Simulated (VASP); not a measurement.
A run of VASP 6.6.1 is set up as follows.

Contents of INCAR:

```
PREC = Accurate
ENCUT = 520
EDIFF = 1E-7
ISMEAR = -1
SIGMA = 0.05
LREAL = F
LASPH = T
NELM = 150
ALGO = Normal
ISIF = 2
LWAVE = F
LCHARG = F
MAGMOM = 0 0 -1.2 0 0 1.2
LORBIT = 11
LSORBIT = T
GGA_COMPAT = F
LORBMOM = T
LMAXMIX = 4
NBANDS = 36
```

Contents of KPOINTS:

```
Automatic mesh
0
Gamma
  8 8 8
```

File POSCAR:

```
Cr
1.0
    2.9990412382      0.0000000000      0.0000000000
    0.0000000000      2.9990412382      0.0000000000
    0.0000000000      0.0000000000      2.9095213680
Cr
2
Direct
    0.0000000000      0.0000000000      0.0000000000
    0.5000000000      0.5000000000      0.5000000000
```

Potentials or basis: VASP PAW LDA potentials, release 64 (Cr_pv).

Run with:

```console
$ cat potpaw_LDA.64/Cr_pv/POTCAR > POTCAR
$ mpirun -np 1 vasp_ncl > vasp.out
```

(1) Estimate the pressure.

(2) Estimate the net moment.

Results:

(1) -33.5 GPa.

(2) 0.00 μB per cell.
